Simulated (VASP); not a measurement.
Set up this calculation in VASP 6.6.1, as the native input.

| Quantity | Value |
| --- | --- |
| Task | single point |
| Functional | PBE |
| Potentials or basis | VASP PAW PBE potentials, release 64 (Hf_pv, V_sv, O) |
| Cutoff | 520 eV |
| k mesh | 10 × 10 × 10 |
| Occupations | gaussian, width 0.1 eV |
| Spin | collinear spin, ferromagnetic start |
| Starting moments | [0.39, 2.8, 0.0, 0.0, 0.0, 0.0] μB |
| Dipole correction | no |
| Further INCAR settings | ALGO = Normal; EDIFF = 1e-06; NBANDS = 36 |

The structure of HfVO4 lies in POSCAR:

```
HfVO4
1.0
    0.0000000000      3.1407781627      3.1407781627
    3.1407781627      0.0000000000      3.1407781627
    3.1407781627      3.1407781627      0.0000000000
Hf V O
1 1 4
Direct
    0.2500000000      0.2500000000      0.2500000000
    0.0000000000      0.0000000000      0.0000000000
    0.6249038288      0.6249038288      0.1252885137
    0.6249038288      0.1252885137      0.6249038288
    0.1252885137      0.6249038288      0.6249038288
    0.6249038288      0.6249038288      0.6249038288
```

The cell was generated, and may not be a known phase.

These files were run (other wordings do the same):

INCAR

```
SYSTEM = HfVO4
PREC = Accurate
ENCUT = 520
EDIFF = 1E-6
ISMEAR = 0
SIGMA = 0.1
LREAL = .False.
LASPH = .True.
NELM = 150
ALGO = Normal
ISIF = 2
LWAVE = .False.
LCHARG = .False.
ISPIN = 2
MAGMOM = 0.39 2.8 0 0 0 0
LORBIT = 11
LMAXMIX = 4
GGA = PE
NBANDS = 36
```

KPOINTS

```
Automatic mesh
0
Gamma
  10 10 10
  0 0 0
```

Potentials or basis: VASP PAW PBE potentials, release 64 (Hf_pv, V_sv, O).

Command:

```bash
$ cat potpaw_PBE.64/Hf_pv/POTCAR potpaw_PBE.64/V_sv/POTCAR potpaw_PBE.64/O/POTCAR > POTCAR
$ mpirun -np 1 vasp_std > vasp.out
```

Results of the run:

```json
{
  "Pressure": "-1.7 GPa",
  "Largest force": "0.091 eV/Å",
  "Net moment": "3.53 μB per cell",
  "Site moments": "Hf +0.57; V +2.68; O -0.02 μB",
  "Valence electrons inside the program's atomic spheres": "Hf 7.93; V 11.39; O 4.81"
}
```

It took 4 min on 1 thread of Intel(R) Xeon(R) 6975P-C (Granite Rapids), with other jobs on the host, peak memory 0.35 GiB.
